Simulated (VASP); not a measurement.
# SiMo6 in VASP: further runs

SiMo6 is run at these levels: PBEsol; tasks: single point.

All numbers are computed with VASP 6.6.1; they aren't measurements. Logs are shortened: lines on timing, memory, paths and dates and some standing lists are left out, and cuts for length are marked.

### Step 1. The cell of the first run

The cell holds a slab with vacuum, 7 atoms: a = 4.426 Å, b = 4.426 Å, c = 19.725 Å, α = 90.00°, β = 90.00°, γ = 120.00°.

### Step 2. Single point, PBEsol

INCAR

```
PREC     = Accurate       # precision mode
ENCUT    = 520            # plane-wave cutoff, eV
EDIFF    = 1E-6           # SCF threshold, eV
ISMEAR   = 0              # smearing method
SIGMA    = 0.1            # smearing width, eV
LREAL    = F              # projectors in reciprocal space
LASPH    = T              # aspherical terms in the spheres
NELM     = 80             # most SCF steps
ALGO     = Normal         # electronic algorithm
ISIF     = 2              # what is computed and relaxed
LWAVE    = F              # write WAVECAR
LCHARG   = F              # write CHGCAR
LDIPOL   = T            
IDIPOL   = 3            
DIPOL    = 0.5 0.5 0.341
GGA      = PS             # functional
NBANDS   = 53             # bands
```

KPOINTS

```
Automatic mesh
0
Gamma
  6 6 1
```

POSCAR

```
SiMo6
1.0
    4.4256825773      0.0000000000      0.0000000000
   -2.2128412886      3.8327535410      0.0000000000
    0.0000000000      0.0000000000     19.7247696212
Mo Si
6 1
Direct
    0.6666666667      0.3333333333      0.2027907082
    0.3333333333      0.6666666667      0.2485904154
    0.0000000000      0.0000000000      0.2943901226
    0.6666666667      0.3333333333      0.3368101106
    0.3333333333      0.6666666667      0.3772266206
    0.0000000000      0.0000000000      0.4169767140
    0.2222222222      0.8888888889      0.5134369561
```

Potentials or basis: VASP PAW PBE potentials, release 64 (Mo_sv, Si).

On the command line:

```console
$ cat potpaw_PBE.64/Mo_sv/POTCAR potpaw_PBE.64/Si/POTCAR > POTCAR
$ mpirun -np 1 vasp_std > vasp.out
```

OUTCAR:

```text
PREC = Accurate
   ENCUT = 520
   EDIFF = 1E-6
   ISMEAR = 0
   LREAL = F
   LASPH = T
   NELM = 80
   ISIF = 2
   GGA = PS

 ion  position               nearest neighbor table
   1  0.667  0.333  0.203-   4 2.64   2 2.71   2 2.71   2 2.71   3 3.13   3 3.13   3 3.13
   2  0.333  0.667  0.249-   5 2.54   3 2.71   1 2.71   1 2.71   3 2.71   3 2.71   1 2.71   4 3.09
                             4 3.09   4 3.09
   3  0.000  0.000  0.294-   6 2.42   4 2.69   4 2.69   4 2.69   2 2.71   2 2.71   2 2.71   5 3.03
                             5 3.03   5 3.03   1 3.13   1 3.13   1 3.13
   4  0.667  0.333  0.337-   1 2.64   5 2.68   5 2.68   5 2.68   3 2.69   3 2.69   3 2.69   6 3.00
                             6 3.00   6 3.00   2 3.09   2 3.09   2 3.09
   5  0.333  0.667  0.377-   2 2.54   6 2.67   6 2.67   6 2.67   4 2.68   4 2.68   4 2.68   7 2.99
                             3 3.03   3 3.03   3 3.03
   6  0.000  0.000  0.417-   7 2.30   3 2.42   5 2.67   5 2.67   5 2.67   4 3.00   4 3.00   4 3.00

   7  0.222  0.889  0.513-   6 2.30   5 2.99

  LATTYP: Found a hexagonal cell.
 ALAT       =     4.4256825773
 C/A-ratio  =     4.4568875595

  Lattice vectors:

 A1 = (   4.4256825773,   0.0000000000,   0.0000000000)
 A2 = (  -2.2128412886,   3.8327535410,   0.0000000000)
 A3 = (   0.0000000000,   0.0000000000,  19.7247696212)

Analysis of symmetry for initial positions (statically):
=====================================================================
 Subroutine PRICEL returns:
 Original cell was already a primitive cell.

 Routine SETGRP: Setting up the symmetry group for a
 hexagonal supercell.

 Subroutine GETGRP returns: Found  1 space group operations
 (whereof  1 operations were pure point group operations)
 out of a pool of 24 trial point group operations.

The static configuration has the point symmetry C_1 .

Analysis of symmetry for dynamics (positions and initial velocities):
=====================================================================
 Subroutine PRICEL returns:
 Original cell was already a primitive cell.

 Routine SETGRP: Setting up the symmetry group for a
 hexagonal supercell.

 Subroutine GETGRP returns: Found  1 space group operations
 (whereof  1 operations were pure point group operations)
 out of a pool of 24 trial point group operations.

The dynamic configuration has the point symmetry C_1 .

 Subroutine INISYM returns: Found  1 space group operations
 (whereof  1 operations are pure point group operations),
 and found     1 'primitive' translations

----------------------------------------------------------------------------------------

                                     Primitive cell

  volume of cell :     334.5824

  direct lattice vectors                    reciprocal lattice vectors
     4.425682577  0.000000000  0.000000000     0.225953846  0.130454514  0.000000000
    -2.212841289  3.832753541  0.000000000     0.000000000  0.260909028  0.000000000
     0.000000000  0.000000000 19.724769621     0.000000000  0.000000000  0.050697677

  length of vectors
     4.425682577  4.425682577 19.724769621     0.260909028  0.260909028  0.050697677

  position of ions in fractional coordinates (direct lattice)
     0.666666667  0.333333333  0.202790708
     0.333333333  0.666666667  0.248590415
     0.000000000  0.000000000  0.294390123
     0.666666667  0.333333333  0.336810111
     0.333333333  0.666666667  0.377226621
     0.000000000  0.000000000  0.416976714
     0.222222222  0.888888889  0.513436956

  ion indices of the primitive-cell ions
   primitive index   ion index
                 1           1
                 2           2
                 3           3
                 4           4
                 5           5
                 6           6
                 7           7

----------------------------------------------------------------------------------------

 KPOINTS: Automatic mesh

Automatic generation of k-mesh.
 Grid dimensions read from file:
 generate k-points for:    6    6    1

 Generating k-lattice:

  Cartesian coordinates                     Fractional coordinates (reciprocal lattice)
     0.037658974  0.021742419  0.000000000     0.166666667  0.000000000  0.000000000
     0.000000000  0.043484838  0.000000000     0.000000000  0.166666667  0.000000000
     0.000000000  0.000000000  0.050697677     0.000000000  0.000000000  1.000000000

  Length of vectors
     0.043484838  0.043484838  0.050697677

  Shift w.r.t. Gamma in fractional coordinates (k-lattice)
     0.000000000  0.000000000  0.000000000

 Subroutine IBZKPT returns following result:
 ===========================================

 Found     20 irreducible k-points:

 Following reciprocal coordinates:
            Coordinates               Weight
  0.000000  0.000000  0.000000      1.000000
  0.166667  0.000000  0.000000      2.000000
  0.000000  0.166667  0.000000      2.000000
 -0.166667  0.166667  0.000000      2.000000
  0.333333  0.000000  0.000000      2.000000
  0.000000  0.333333  0.000000      2.000000
[... 12 lines left out ...]
  0.500000 -0.166667  0.000000      2.000000
  0.333333  0.333333  0.000000      2.000000
   k-points           NKPTS =     20   k-points in BZ     NKDIM =     20   number of bands    NBANDS=     53
   number of dos      NEDOS =    301   number of ions     NIONS =      7
   total plane-waves  NPLWV = 194400
   dimension x,y,z NGX =    36 NGY =   36 NGZ =  150
   dimension x,y,z NGXF=    72 NGYF=   72 NGZF=  300
   ions per type =               6   1
   NGX,Y,Z   is equivalent  to a cutoff of  13.52, 13.52, 12.64 a.u.
   NGXF,Y,Z  is equivalent  to a cutoff of  27.05, 27.05, 25.28 a.u.
 SYSTEM =  unknown system
   PREC   = accura    normal or accurate (medium, high low for compatibility)
   ISTART =      0    job   : 0-new  1-cont  2-samecut
   ICHARG =      2    charge: 1-file 2-atom 10-const
   ISPIN  =      1    spin polarized calculation?
   LNONCOLLINEAR =      F non collinear calculations
   LSORBIT =      F    spin-orbit coupling
   LASPH  =      T    aspherical Exc in radial PAW
   ENCUT  =  520.0 eV  38.22 Ry    6.18 a.u.   8.23  8.23 36.67*2*pi/ulx,y,z
   NELM   =     80;   NELMIN=  2; NELMDL= -5     # of ELM steps
   EDIFF  = 0.1E-05   stopping-criterion for ELM
   LREAL  =      F    real-space projection
   EDIFFG = 0.1E-04   stopping-criterion for IOM
   NSW    =      0    number of steps for IOM
   IBRION =     -1    ionic relax: 0-MD 1-quasi-New 2-CG
   NFREE  =      0    steps in history (QN), initial steepest desc. (CG)
   ISIF   =      2    stress and relaxation
   ISYM   =      2    0-nonsym 1-usesym 2-fastsym
   POTIM  = 0.5000    time-step for ionic-motion
   TEBEG  =    0.0;   TEEND  =   0.0 temperature during run
   PSTRESS=    0.0 pullay stress
   NELECT =      88.0000    total number of electrons
   NUPDOWN=      -1.0000    fix difference up-down
   EMIN   =  10.00;   EMAX   =-10.00  energy-range for DOS
   EFERMI =   0.00;   METHOD = LEGACY
   ISMEAR =     0;   SIGMA  =   0.10  broadening in eV -4-tet -1-fermi 0-gaus
   EFERMI_NEDOS =   21; number of points for ismear=-14 and -15
   IALGO  =     38    algorithm
   IMIX   =      4    mixing-type and parameters
     AMIX     =   0.40;   BMIX     =  1.00
     AMIX_MAG =   1.60;   BMIX_MAG =  1.00
  volume/ion in A,a.u.               =      47.80       322.55
  Fermi-wavevector in a.u.,A,eV,Ry     =   1.048901  1.982136 14.969052  1.100194
  Thomas-Fermi vector in A             =   2.183842
   LORBIT       =      0    0 simple, 1 ext, 2 COOP (PROOUT), +10 PAW based schemes
   GGA     = PS    functional components
   LHFCALC =     F    Hartree Fock is set to
   AEXX    =    0.0000 exact exchange contribution
   IVDW    =     0    specifies the selected vdW correction
   LEPSILON=     F    determine dielectric tensor
   LRPA    =     F    only Hartree local field effects (RPA)
 non-spin polarized calculation
 Gauss-broadening in eV      SIGMA  =   0.10
  energy-cutoff  :      520.00
  volume of cell :      334.58
 maximum number of plane-waves:      9055
 NGX is ok and might be reduce to    36
   NGX = 17   NGY = 17   NGZ = 73

 dipolmoment           0.000000      0.000000     -0.033327 electrons x Angstroem

 number of electron      88.0000012 magnetization

 dipolmoment           0.000000      0.000000      0.122792 electrons x Angstroem

 Free energy of the ion-electron system (eV)
  ---------------------------------------------------
  ext. energy  EPLUGINS =         0.00000000
  ---------------------------------------------------
  free energy    TOTEN  =       -67.87940623 eV

  energy without entropy =      -67.83212012  energy(sigma->0) =      -67.85576318

 E-fermi :   1.0024     XC(G=0):  -5.5554

 val. band max:        0.9958162934   @ k =  -0.1667   0.3333   0.0000
 cond. band min:       1.0047219060   @ k =  -0.3333   0.1667   0.0000
 fundamental gap:      0.0089056126
 Fermi energy:         1.0023568888

 k-point     1 :       0.0000    0.0000    0.0000
  band No.  band energies     occupation
      1     -60.0224      2.00000
      2     -59.7673      2.00000
      3     -59.7145      2.00000
      4     -59.6718      2.00000
      5     -59.5409      2.00000
      6     -59.2984      2.00000
[... 45 lines left out ...]
     52       3.0013      0.00000
     53       3.1959      0.00000

 k-point     2 :       0.1667    0.0000    0.0000
  band No.  band energies     occupation
      1     -59.9991      2.00000
      2     -59.7694      2.00000
      3     -59.7134      2.00000
      4     -59.6780      2.00000
      5     -59.5520      2.00000
      6     -59.3048      2.00000
[... 45 lines left out ...]
     52       2.8704      0.00000
     53       3.1345      0.00000
[... 950 lines left out ...]
     52       2.6833      0.00000
     53       2.9217      0.00000

 k-point    20 :       0.3333    0.3333    0.0000
  band No.  band energies     occupation
      1     -59.8568      2.00000
      2     -59.8250      2.00000
      3     -59.7546      2.00000
      4     -59.6366      2.00000
      5     -59.6204      2.00000
      6     -59.3282      2.00000
[... 45 lines left out ...]
     52       2.6199      0.00000
     53       2.7522      0.00000

------------------------ aborting loop because EDIFF is reached ----------------------------------------

 vacuum level on the upper side and lower side of the slab       (xc-potential included)         0.499        -0.747

  FORCE on cell =-STRESS in cart. coord.  units (eV):
  Direction    XX          YY          ZZ          XY          YZ          ZX
  --------------------------------------------------------------------------------------
  -------------------------------------------------------------------------------------
  Total       -5.0520412     -5.8012284     -0.8977444     -0.1106547     -1.1840588      2.8797568
  in kB      -24.1921449    -27.7796937     -4.2989280     -0.5298799     -5.6699701     13.7899695
  external PRESSURE =     -18.7569222 kB  Pullay stress =       0.0000000 kB

 VOLUME and BASIS-vectors are now :
 -----------------------------------------------------------------------------
  energy-cutoff  :      520.00
  volume of cell :      334.58
      direct lattice vectors                 reciprocal lattice vectors
     4.425682577  0.000000000  0.000000000     0.225953846  0.130454514  0.000000000
    -2.212841289  3.832753541  0.000000000     0.000000000  0.260909028  0.000000000
     0.000000000  0.000000000 19.724769621     0.000000000  0.000000000  0.050697677

 POSITION                                       TOTAL-FORCE (eV/Angst)
 -----------------------------------------------------------------------------------
      2.21284      1.27758      4.00000         0.016961     -0.059983      1.976153
     -0.00000      2.55517      4.90339        -0.022065      0.023809     -0.491346
      0.00000      0.00000      5.80678         0.199276      0.005707     -2.199114
      2.21284      1.27758      6.64350        -0.272732      0.220344     -1.087507
     -0.00000      2.55517      7.44071        -0.278347      0.116167      1.566965
      0.00000      0.00000      8.22477        -1.067539      0.169669      0.210506
     -0.98349      3.40689     10.12743         1.424446     -0.475712      0.024344
 -----------------------------------------------------------------------------------
    total drift:                               -0.000077     -0.000026      0.000023

  FREE ENERGIE OF THE ION-ELECTRON SYSTEM (eV)
  ---------------------------------------------------
  free  energy   TOTEN  =       -67.8794062346 eV

  energy  without entropy=      -67.8321201176  energy(sigma->0) =      -67.85576318

 vacuum level on the upper side and lower side of the slab         5.856         4.550
```

It took 7.3 min on 1 thread of Intel Xeon 6975P-C (Granite Rapids), shared host; peak memory 0.62 GiB.

What came out:

- Free energy: -67.8794 eV
- Largest force: 2.208 eV/Å
- Band gap on the k mesh: zero (bands 44 and 45 overlap by 0.12 eV)

Forces on the atoms (eV/Å):
```
Mo   0.017 -0.060  1.976
Mo  -0.022  0.024 -0.491
Mo   0.199  0.006 -2.199
Mo  -0.273  0.220 -1.088
Mo  -0.278  0.116  1.567
Mo  -1.068  0.170  0.211
Si   1.424 -0.476  0.024
```

Levels at points of the mesh, in eV from the Fermi level:
```
           k point  band 42  band 43  band 44  band 45  band 46  band 47
(0.00, 0.00, 0.00)    -1.22    -0.97    -0.23     0.36     0.82     1.24
(0.50, 0.00, 0.00)    -0.47    -0.26    -0.03     0.07     0.56     0.62
(0.00, 0.50, 0.00)    -0.56    -0.25     0.04     0.09     0.48     0.82
(0.50, 0.50, 0.00)    -0.65    -0.31    -0.20     0.06     0.29     0.32
```

Caveat: the PAW data sets were made with another functional, which shifts forces and pressure a little.

(Continued in part 2 of 2.)

The gap in the log of VASP goes by the Fermi energy; the results here count the filled bands.